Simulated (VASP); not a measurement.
# Hg in VASP: notebook

Hg is run at these levels: PBEsol; tasks: single point, relaxation of cell and atoms.

Program: VASP 6.6.1. These are calculated values, not measurements. Logs are shortened: lines on timing, memory, paths and dates and some standing lists are left out, and cuts for length are marked.

**1. The cell of the first run**

Symmetry: R-3m, No. 166, trigonal system. The conventional cell has a = 4.172 Å, b = 4.172 Å, c = 5.074 Å, α = 90.00°, β = 90.00°, γ = 120.00°. Hg (site symmetry -3m) has 6 Hg at 2.94 Å within 3.9 Å.

**2. Single point, PBEsol**

The input, INCAR:

```
PREC = Accurate
ENCUT = 520
EDIFF = 1E-6
ISMEAR = 0
SIGMA = 0.1
LREAL = False
LASPH = True
NELM = 100
ALGO = Normal
ISIF = 2
LWAVE = False
LCHARG = False
GGA = PS
NBANDS = 25
```

The input, KPOINTS:

```
regular mesh
0
Gamma
  6 6 4
```

The input, POSCAR:

```
Hg
1.0
    4.1719427208      0.0000000000      0.0000000000
   -2.0859713604      3.6130083793      0.0000000000
    0.0000000000      0.0000000000      5.0736596658
Hg
3
Direct
    0.3333192295      0.0000000000      0.3333333333
    0.0000000000      0.3333192295      0.6666666667
    0.6666807705      0.6666807705      0.0000000000
```

Potentials or basis: VASP PAW PBE potentials, release 64 (Hg).

Started as:

```bash
$ cat potpaw_PBE.64/Hg/POTCAR > POTCAR
$ mpirun -np 1 vasp_std > vasp.out
```

OUTCAR:

```text
PREC = Accurate
   ENCUT = 520
   EDIFF = 1E-6
   ISMEAR = 0
   LREAL = False
   LASPH = True
   NELM = 100
   ISIF = 2
   GGA = PS

 ion  position               nearest neighbor table
   1  0.333  0.000  0.333-   3 2.94   2 2.94   3 2.94   3 2.94   2 2.94   2 2.94
   2  0.000  0.333  0.667-   3 2.94   1 2.94   3 2.94   3 2.94   1 2.94   1 2.94
   3  0.667  0.667  0.000-   2 2.94   1 2.94   1 2.94   2 2.94   2 2.94   1 2.94

  LATTYP: Found a hexagonal cell.
 ALAT       =     4.1719427208
 C/A-ratio  =     1.2161383809

  Lattice vectors:

 A1 = (   4.1719427208,   0.0000000000,   0.0000000000)
 A2 = (  -2.0859713604,   3.6130083793,   0.0000000000)
 A3 = (   0.0000000000,   0.0000000000,   5.0736596658)

Analysis of symmetry for initial positions (statically):
=====================================================================
 Subroutine PRICEL returns:
 Original cell was already a primitive cell.

 Routine SETGRP: Setting up the symmetry group for a
 hexagonal supercell.

 Subroutine GETGRP returns: Found  6 space group operations
 (whereof  2 operations were pure point group operations)
 out of a pool of 24 trial point group operations.

The static configuration has the point symmetry C_2 .
 The point group associated with its full space group is D_3 .

Analysis of symmetry for dynamics (positions and initial velocities):
=====================================================================
 Subroutine PRICEL returns:
 Original cell was already a primitive cell.

 Routine SETGRP: Setting up the symmetry group for a
 hexagonal supercell.

 Subroutine GETGRP returns: Found  6 space group operations
 (whereof  2 operations were pure point group operations)
 out of a pool of 24 trial point group operations.

The dynamic configuration has the point symmetry C_2 .
 The point group associated with its full space group is D_3 .

 Subroutine INISYM returns: Found  6 space group operations
 (whereof  2 operations are pure point group operations),
 and found     1 'primitive' translations

----------------------------------------------------------------------------------------

                                     Primitive cell

  volume of cell :      76.4766

  direct lattice vectors                    reciprocal lattice vectors
     4.171942721  0.000000000  0.000000000     0.239696484  0.138388829  0.000000000
    -2.085971360  3.613008379  0.000000000     0.000000000  0.276777659  0.000000000
     0.000000000  0.000000000  5.073659666     0.000000000  0.000000000  0.197096389

  length of vectors
     4.171942721  4.171942721  5.073659666     0.276777659  0.276777659  0.197096389

  position of ions in fractional coordinates (direct lattice)
     0.333319229  0.000000000  0.333333333
     0.000000000  0.333319229  0.666666667
     0.666680771  0.666680771  0.000000000

  ion indices of the primitive-cell ions
   primitive index   ion index
                 1           1
                 2           2
                 3           3

----------------------------------------------------------------------------------------

 KPOINTS: regular mesh

Automatic generation of k-mesh.
 Grid dimensions read from file:
 generate k-points for:    6    6    4

 Generating k-lattice:

  Cartesian coordinates                     Fractional coordinates (reciprocal lattice)
     0.039949414  0.023064805  0.000000000     0.166666667  0.000000000  0.000000000
     0.000000000  0.046129610  0.000000000     0.000000000  0.166666667  0.000000000
     0.000000000  0.000000000  0.049274097     0.000000000  0.000000000  0.250000000

  Length of vectors
     0.046129610  0.046129610  0.049274097

  Shift w.r.t. Gamma in fractional coordinates (k-lattice)
     0.000000000  0.000000000  0.000000000

 Subroutine IBZKPT returns following result:
 ===========================================

 Found     24 irreducible k-points:

 Following reciprocal coordinates:
            Coordinates               Weight
  0.000000  0.000000  0.000000      1.000000
  0.166667  0.000000  0.000000      6.000000
  0.333333 -0.000000  0.000000      6.000000
  0.500000  0.000000  0.000000      3.000000
  0.166667  0.166667  0.000000      6.000000
  0.333333  0.166667  0.000000     12.000000
[... 16 lines left out ...]
  0.333333  0.166667  0.500000     12.000000
  0.333333  0.333333  0.500000      2.000000
   k-points           NKPTS =     24   k-points in BZ     NKDIM =     24   number of bands    NBANDS=     25
   number of dos      NEDOS =    301   number of ions     NIONS =      3
   total plane-waves  NPLWV =  40960
   dimension x,y,z NGX =    32 NGY =   32 NGZ =   40
   dimension x,y,z NGXF=    64 NGYF=   64 NGZF=   80
   ions per type =               3
   NGX,Y,Z   is equivalent  to a cutoff of  12.75, 12.75, 13.11 a.u.
   NGXF,Y,Z  is equivalent  to a cutoff of  25.50, 25.50, 26.21 a.u.
 SYSTEM =  unknown system
   PREC   = accura    normal or accurate (medium, high low for compatibility)
   ISTART =      0    job   : 0-new  1-cont  2-samecut
   ICHARG =      2    charge: 1-file 2-atom 10-const
   ISPIN  =      1    spin polarized calculation?
   LNONCOLLINEAR =      F non collinear calculations
   LSORBIT =      F    spin-orbit coupling
   LASPH  =      T    aspherical Exc in radial PAW
   ENCUT  =  520.0 eV  38.22 Ry    6.18 a.u.   7.76  7.76  9.43*2*pi/ulx,y,z
   NELM   =    100;   NELMIN=  2; NELMDL= -5     # of ELM steps
   EDIFF  = 0.1E-05   stopping-criterion for ELM
   LREAL  =      F    real-space projection
   EDIFFG = 0.1E-04   stopping-criterion for IOM
   NSW    =      0    number of steps for IOM
   IBRION =     -1    ionic relax: 0-MD 1-quasi-New 2-CG
   NFREE  =      0    steps in history (QN), initial steepest desc. (CG)
   ISIF   =      2    stress and relaxation
   ISYM   =      2    0-nonsym 1-usesym 2-fastsym
   POTIM  = 0.5000    time-step for ionic-motion
   TEBEG  =    0.0;   TEEND  =   0.0 temperature during run
   PSTRESS=    0.0 pullay stress
   NELECT =      36.0000    total number of electrons
   NUPDOWN=      -1.0000    fix difference up-down
   EMIN   =  10.00;   EMAX   =-10.00  energy-range for DOS
   EFERMI =   0.00;   METHOD = LEGACY
   ISMEAR =     0;   SIGMA  =   0.10  broadening in eV -4-tet -1-fermi 0-gaus
   EFERMI_NEDOS =   21; number of points for ismear=-14 and -15
   IALGO  =     38    algorithm
   IMIX   =      4    mixing-type and parameters
     AMIX     =   0.40;   BMIX     =  1.00
     AMIX_MAG =   1.60;   BMIX_MAG =  1.00
  volume/ion in A,a.u.               =      25.49       172.03
  Fermi-wavevector in a.u.,A,eV,Ry     =   1.273501  2.406569 22.066010  1.621806
  Thomas-Fermi vector in A             =   2.406321
   LORBIT       =      0    0 simple, 1 ext, 2 COOP (PROOUT), +10 PAW based schemes
   GGA     = PS    functional components
   LHFCALC =     F    Hartree Fock is set to
   AEXX    =    0.0000 exact exchange contribution
   IVDW    =     0    specifies the selected vdW correction
   LEPSILON=     F    determine dielectric tensor
   LRPA    =     F    only Hartree local field effects (RPA)
 non-spin polarized calculation
 Gauss-broadening in eV      SIGMA  =   0.10
  energy-cutoff  :      520.00
  volume of cell :       76.48
 maximum number of plane-waves:      2089
 NGX is ok and might be reduce to    32

 number of electron      36.0000001 magnetization

 Free energy of the ion-electron system (eV)
  ---------------------------------------------------
  ext. energy  EPLUGINS =         0.00000000
  ---------------------------------------------------
  free energy    TOTEN  =        -1.71382790 eV

  energy without entropy =       -1.71027380  energy(sigma->0) =       -1.71205085

 E-fermi :   1.8070     XC(G=0): -10.5474

 val. band max:        1.7879453085   @ k =   0.3333  -0.0000   0.0000
 cond. band min:       2.1123009503   @ k =   0.5000   0.0000   0.2500
 fundamental gap:      0.3243556418
 Fermi energy:         1.8070123542

 k-point     1 :       0.0000    0.0000    0.0000
  band No.  band energies     occupation
      1      -6.7074      2.00000
      2      -6.1621      2.00000
      3      -6.1621      2.00000
      4      -5.3145      2.00000
      5      -5.3145      2.00000
      6      -5.1204      2.00000
[... 17 lines left out ...]
     24       9.0252      0.00000
     25      12.4236      0.00000

 k-point     2 :       0.1667    0.0000    0.0000
  band No.  band energies     occupation
      1      -6.3659      2.00000
      2      -6.0787      2.00000
      3      -5.9569      2.00000
      4      -5.5543      2.00000
      5      -5.3532      2.00000
      6      -5.1555      2.00000
[... 17 lines left out ...]
     24      10.8659      0.00000
     25      11.5254      0.00000

 k-point     3 :       0.3333   -0.0000    0.0000
  band No.  band energies     occupation
      1      -5.8408      2.00000
      2      -5.8092      2.00000
      3      -5.7808      2.00000
      4      -5.4080      2.00000
      5      -5.2010      2.00000
      6      -5.0520      2.00000
[... 17 lines left out ...]
     24      11.4923      0.00000
     25      11.7249      0.00000

 k-point     4 :       0.5000    0.0000    0.0000
  band No.  band energies     occupation
      1      -5.9058      2.00000
      2      -5.6499      2.00000
      3      -5.4812      2.00000
      4      -5.4811      2.00000
      5      -5.2102      2.00000
      6      -5.2100      2.00000
[... 17 lines left out ...]
     24      11.3620      0.00000
     25      11.3620      0.00000

 k-point     5 :       0.1667    0.1667    0.0000
  band No.  band energies     occupation
      1      -6.1046      2.00000
      2      -5.6272      2.00000
      3      -5.5694      2.00000
      4      -5.5694      2.00000
      5      -5.4761      2.00000
      6      -5.1672      2.00000
[... 17 lines left out ...]
     24       9.4006      0.00000
     25      11.3370      0.00000

 k-point     6 :       0.3333    0.1667    0.0000
  band No.  band energies     occupation
      1      -5.8699      2.00000
      2      -5.7445      2.00000
      3      -5.6243      2.00000
      4      -5.5451      2.00000
      5      -5.3230      2.00000
      6      -5.0962      2.00000
[... 17 lines left out ...]
     24       8.7871      0.00000
     25      10.5857      0.00000
[... 393 lines left out ...]
 k-point    21 :       0.5000    0.0000    0.5000
  band No.  band energies     occupation
      1      -5.9582      2.00000
      2      -5.8229      2.00000
      3      -5.3438      2.00000
      4      -5.3437      2.00000
      5      -5.2468      2.00000
      6      -5.2465      2.00000
[... 17 lines left out ...]
     24      13.0605      0.00000
     25      13.0608      0.00000

 k-point    22 :       0.1667    0.1667    0.5000
  band No.  band energies     occupation
      1      -5.9295      2.00000
      2      -5.9295      2.00000
      3      -5.4871      2.00000
      4      -5.3869      2.00000
      5      -5.3867      2.00000
      6      -5.3412      2.00000
[... 17 lines left out ...]
     24      10.8966      0.00000
     25      10.9963      0.00000

 k-point    23 :       0.3333    0.1667    0.5000
  band No.  band energies     occupation
      1      -5.8460      2.00000
      2      -5.5946      2.00000
      3      -5.5663      2.00000
      4      -5.3377      2.00000
      5      -5.1344      2.00000
      6      -5.0135      2.00000
[... 17 lines left out ...]
     24      12.2329      0.00000
     25      13.2843      0.00000

 k-point    24 :       0.3333    0.3333    0.5000
  band No.  band energies     occupation
      1      -5.4177      2.00000
      2      -5.4175      2.00000
      3      -5.4175      2.00000
      4      -5.0273      2.00000
      5      -5.0273      2.00000
      6      -5.0272      2.00000
[... 17 lines left out ...]
     24      13.4178      0.00000
     25      13.5443      0.00000

------------------------ aborting loop because EDIFF is reached ----------------------------------------

  FORCE on cell =-STRESS in cart. coord.  units (eV):
  Direction    XX          YY          ZZ          XY          YZ          ZX
  --------------------------------------------------------------------------------------
  -------------------------------------------------------------------------------------
  Total        0.1470930      0.1470930      0.0858564      0.0000000      0.0000000      0.0000000
  in kB        3.0815833      3.0815833      1.7986834      0.0000000      0.0000000      0.0000000
  external PRESSURE =       2.6539500 kB  Pullay stress =       0.0000000 kB

 VOLUME and BASIS-vectors are now :
 -----------------------------------------------------------------------------
  energy-cutoff  :      520.00
  volume of cell :       76.48
      direct lattice vectors                 reciprocal lattice vectors
     4.171942721  0.000000000  0.000000000     0.239696484  0.138388829  0.000000000
    -2.085971360  3.613008379  0.000000000     0.000000000  0.276777659  0.000000000
     0.000000000  0.000000000  5.073659666     0.000000000  0.000000000  0.197096389

 POSITION                                       TOTAL-FORCE (eV/Angst)
 -----------------------------------------------------------------------------------
      1.39059      0.00000      1.69122         0.000308     -0.000000     -0.000000
     -0.69529      1.20429      3.38244        -0.000154      0.000266      0.000000
      1.39068      2.40872      0.00000        -0.000154     -0.000266      0.000000
 -----------------------------------------------------------------------------------
    total drift:                               -0.000002     -0.000003      0.000000

  FREE ENERGIE OF THE ION-ELECTRON SYSTEM (eV)
  ---------------------------------------------------
  free  energy   TOTEN  =        -1.7138279023 eV

  energy  without entropy=       -1.7102737954  energy(sigma->0) =       -1.71205085
```

It took 31 s on 1 thread of Intel Xeon Platinum 8175M at 2.50GHz (Skylake/Cascade Lake), shared host; peak memory 0.2 GiB.

Results:

```yaml
Free_energy: -1.7138 eV
Pressure: 0.3 GPa
Band_gap_on_the_k_mesh: zero (band 18 reaches 6.94 eV, above the bottom of band 19 at 0.09 eV)
```

Stress tensor (GPa, compression positive):
```
0.31 0.00 0.00
0.00 0.31 0.00
0.00 0.00 0.18
```

Caveat: the PAW data sets were made with another functional, which shifts forces and pressure a little; spin-orbit coupling is left out, which moves the levels of the heavy elements.

**3. Single point, PBEsol**

This run uses another cell than the first one: it holds 1 atom, not 3.

The input, INCAR:

```
SYSTEM = Hg
PREC     = Accurate       ! precision mode
ENCUT    = 520            ! plane-wave cutoff, eV
EDIFF    = 1E-7           ! SCF threshold, eV
ISMEAR   = 0              ! smearing method
SIGMA    = 0.1            ! smearing width, eV
LREAL    = .FALSE.        ! projectors in reciprocal space
LASPH    = .TRUE.         ! aspherical terms in the spheres
NELM     = 100            ! most SCF steps
ALGO     = Normal         ! electronic algorithm
ISIF     = 2              ! what is computed and relaxed
LWAVE    = .FALSE.        ! write WAVECAR
LCHARG   = .FALSE.        ! write CHGCAR
GGA      = PS             ! functional
NBANDS   = 12             ! bands
```

The input, KPOINTS:

```
regular mesh
0
G
  18 18 18
  0 0 0
```

The input, POSCAR:

```
Hg
1.0
    2.9465717091      0.0000000000      0.0000000000
    0.0000000000      2.9465717091      0.0000000000
    0.0000000000      0.0000000000      2.9465717091
Hg
1
Direct
    0.0000000000      0.0000000000      0.0000000000
```

Potentials or basis: VASP PAW PBE potentials, release 64 (Hg).

Started as:

```bash
$ cat potpaw_PBE.64/Hg/POTCAR > POTCAR
$ mpirun -np 1 vasp_std > vasp.out
```

Wall time 34 s (1 thread of Intel Xeon Platinum 8175M at 2.50GHz (Skylake/Cascade Lake), shared host); peak memory 0.19 GiB.

Results (log left out):

```yaml
Free_energy: -0.5527 eV
Pressure: 0.4 GPa
Band_gap_on_the_k_mesh: zero (band 6 reaches 6.95 eV, above the bottom of band 7 at 0.08 eV)
```

Levels at points of the mesh, in eV from the Fermi level:
```
           k point  band 2  band 3  band 4  band 5  band 6  band 7  band 8  band 9  band 10  band 11
(0.00, 0.00, 0.00)   -8.21   -8.21   -5.86   -5.86   -5.86   10.34   10.34   10.34    13.89    15.82
(0.50, 0.00, 0.00)   -7.87   -6.60   -6.60   -5.79   -2.63   -1.96   14.42   14.42    14.54    15.46
(0.50, 0.50, 0.00)   -7.70   -6.48   -6.48   -5.20    1.03    1.42    1.42    7.47    18.05    18.05
(0.50, 0.50, 0.50)   -7.64   -7.64   -5.15   -5.15    4.91    4.91    4.91    5.32     8.62    11.56
```

Caveat: the PAW data sets were made with another functional, which shifts forces and pressure a little; spin-orbit coupling is left out, which moves the levels of the heavy elements.

**4. Relaxation of cell and atoms, PBEsol**

This run uses another cell than the first one: it holds 1 atom, not 3.

The input, INCAR:

```
PREC = Accurate ; ENCUT = 600
EDIFF = 1E-6 ; ISMEAR = 0
SIGMA = 0.1 ; LREAL = F
LASPH = T ; NELM = 100
ALGO = Normal ; ISIF = 3
LWAVE = F ; LCHARG = F
GGA = PS ; IBRION = 2
NSW = 100 ; EDIFFG = -0.01
```

The input, KPOINTS:

```
regular mesh
0
Gamma
  18 18 18
```

The input, POSCAR:

```
Hg
1.0
    2.9431151410      0.0000000000      0.0000000000
    0.0000000000      2.9431151410      0.0000000000
    0.0000000000      0.0000000000      2.9431151410
Hg
1
Direct
    0.0000000000      0.0000000000      0.0000000000
```

Started as:

```bash
$ cat potpaw_PBE.64/Hg/POTCAR > POTCAR
$ mpirun -np 1 vasp_std > vasp.out
```

It took 54 s on 1 thread of Intel Xeon Platinum 8175M at 2.50GHz (Skylake/Cascade Lake), shared host; peak memory 0.2 GiB.

The run converged. Its results:

```yaml
Free_energy: -0.5530 eV
Relaxed_volume: 25.87 Å³/atom
Relaxed_cell: a = 2.957 Å, b = 2.957 Å, c = 2.957 Å, α = 90.00°, β = 90.00°, γ = 90.00°
Space_group_after_relaxing_to_0.05_Å: Pm-3m (No. 221)
Energy_gained_by_relaxing: 0.8 meV/atom
Ionic_steps: 2
Pressure_after_relaxing: 0.0 GPa
Band_gap_on_the_k_mesh: zero (band 6 reaches 6.84 eV, above the bottom of band 7 at 0.05 eV)
```

The path:
| step | energy change (eV) | largest force (eV/Å) | pressure (GPa) | volume (Å³) |
| --- | --- | --- | --- | --- |
| 1 | 0.0000 | 0.0000 | 0.63 | 25.49 |
| 2 | -0.0008 | 0.0000 | 0.03 | 25.87 |

Final structure:
```
CELL_PARAMETERS angstrom
2.95743 0.00000 0.00000
0.00000 2.95743 0.00000
0.00000 0.00000 2.95743
ATOMIC_POSITIONS crystal
Hg 0.00000 0.00000 0.00000
```

Levels at points of the mesh, in eV from the Fermi level:
| k point | band 3 | band 4 | band 5 | band 6 | band 7 | band 8 | band 9 | band 10 |
| --- | --- | --- | --- | --- | --- | --- | --- | --- |
| (0.00, 0.00, 0.00) | -8.15 | -5.86 | -5.86 | -5.86 | 10.28 | 10.28 | 10.28 | 13.79 |
| (0.50, 0.00, 0.00) | -6.58 | -6.58 | -5.79 | -2.65 | -1.92 | 14.31 | 14.31 | 14.50 |
| (0.50, 0.50, 0.00) | -6.46 | -6.46 | -5.21 | 0.96 | 1.44 | 1.44 | 7.43 | 17.97 |
| (0.50, 0.50, 0.50) | -7.60 | -5.16 | -5.16 | 4.88 | 4.88 | 4.88 | 5.19 | 8.62 |

Caveat: the PAW data sets were made with another functional, which shifts forces and pressure a little; spin-orbit coupling is left out, which moves the levels of the heavy elements.

**5. The runs side by side**

| task | cell | k mesh | cutoff (eV) | gap on the mesh (eV) | pressure (GPa) |
| --- | --- | --- | --- | --- | --- |
| single point | a = 4.172, b = 4.172, c = 5.074 Å, angles 90.0, 90.0, 120.0°, 3 atoms | 6 × 6 × 4 | 520 | none | 0.3 |
| single point | a = 2.947 Å, 1 atom | 18 × 18 × 18 | 520 | none | 0.4 |
| relaxation of cell and atoms | relaxed from a = 2.943 Å, 1 atom | 18 × 18 × 18 | 600 | none | 0.0 |

Alike in all rows: level PBEsol; potentials or basis VASP PAW PBE potentials, release 64 (Hg); no spin polarisation; smearing gaussian 0.1 eV.

Caveats: the PAW data sets were made with another functional, which shifts forces and pressure a little; spin-orbit coupling is left out, which moves the levels of the heavy elements.

Absolute energies hang on the potentials; compare differences alone.
